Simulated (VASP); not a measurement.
## SnTe: single point with revPBE+D4

Crystal: SnTe.

```
CELL_PARAMETERS angstrom
0.00000 3.14452 3.14452
3.14452 0.00000 3.14452
3.14452 3.14452 0.00000
ATOMIC_POSITIONS crystal
Te 0.50000 0.50000 0.50000
Sn 0.00000 0.00000 0.00000
```

```
Program                : VASP 6.6.1
Task                   : single point
Functional             : revPBE
Dispersion             : D4
Potentials or basis    : VASP PAW PBE potentials, release 64 (Te, Sn_d)
Cutoff                 : 520 eV
k mesh                 : 7 × 7 × 7
Occupations            : fermi-dirac, width 0.05 eV
Spin                   : no spin polarisation
Dipole correction      : no
Further INCAR settings : ALGO = Normal; EDIFF = 1e-06; NBANDS = 17
```

* Pressure: -0.1 GPa
* Dispersion energy per atom: -0.690 eV

Levels at points of the mesh, in eV from the Fermi level:
```
           k point  band 8  band 9  band 10  band 11  band 12  band 13
(0.00, 0.00, 0.00)   -2.27   -2.27    -2.27     3.29     3.29     3.29
```

Run time: 14 s on 1 thread of Intel(R) Xeon(R) 6975P-C (Granite Rapids), on a shared host, peak memory 0.2 GiB.

Caveat: this odd mesh misses L, where the gap lies, so gap, dielectric constants and Born charges aren't listed; the PAW data sets were made with another functional, which shifts forces and pressure a little; spin-orbit coupling is left out, which moves the levels of the heavy elements.
